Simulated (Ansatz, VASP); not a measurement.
**Two plane-wave programs on CaO**

INCAR

```
SYSTEM = CaO
ALGO = Normal
EDIFF = 1E-6
ENCUT = 520
GGA = PE
ISIF = 2
ISMEAR = -1
LASPH = .TRUE.
LCHARG = .FALSE.
LREAL = .FALSE.
LWAVE = .FALSE.
NBANDS = 15
NELM = 80
PREC = Accurate
SIGMA = 0.02
```

Contents of KPOINTS:

```
k-points
0
G
  10 10 10
  0 0 0
```

Contents of POSCAR:

```
CaO
1.0
   -0.0239755013      2.3975501265      2.3975501265
    2.3975501265     -0.0239755013      2.3975501265
    2.3735746253      2.3735746253      0.0000000000
Ca O
1 1
Direct
    0.0000000000      0.0000000000      0.0000000000
    0.5000000000      0.5000000000      0.5000000000
```

Input for Ansatz:

```yaml
crystal:
  lattice:
    - [-0.0239755013, 2.3975501265, 2.3975501265]
    - [2.3975501265, -0.0239755013, 2.3975501265]
    - [2.3735746253, 2.3735746253, 0.0]
  atoms:
    - { symbol: Ca, position: [0.0, 0.0, 0.0] }
    - { symbol: O, position: [0.5, 0.5, 0.5] }
kpoints:
  mp_grid: { grid: [10, 10, 10] }
  band_path:
    path:
      - [0.0, 0.0, 0.0]
      - [0.5, 0.0, 0.5]
      - [0.625, 0.25, 0.625]
      - [0.375, 0.375, 0.75]
      - [0.5, 0.5, 0.5]
      - [0.5, 0.25, 0.75]
    npoints: 1
hamiltonian:
  xc: pbe
scf:
  occupations: { method: fermi_dirac, width: 0.02 }
  n_extra_bands: 4
output:
  forces: true
  stress: true
  eigenvalues: true
```

Change from the starting cell: shear_xy strain -2.0%.

Alike in both runs: task single point; functional PBE; k mesh 10 × 10 × 10; occupations fermi-dirac, width 0.02 eV; no spin polarisation.

```csv
,VASP,Ansatz
version,VASP 6.6.1,Ansatz 0.2.0
potentials or method,"VASP PAW PBE potentials, release 64 (Ca_sv, O)","plane waves, PAW"
plane-wave cutoff (eV),520,420
valence electrons in the cell,16,16
```

Ansatz gave:

- gap on the k mesh at the Fermi level (eV): 3.62
- pressure (GPa): 2.5
- traceless stress, the component that is largest in VASP (GPa): 1.53

Question: Which values does VASP return?

Answer: gap on the k mesh at the Fermi level (eV): 3.60; pressure (GPa): 3.1; traceless stress, the component that is largest in VASP (GPa): 1.51.
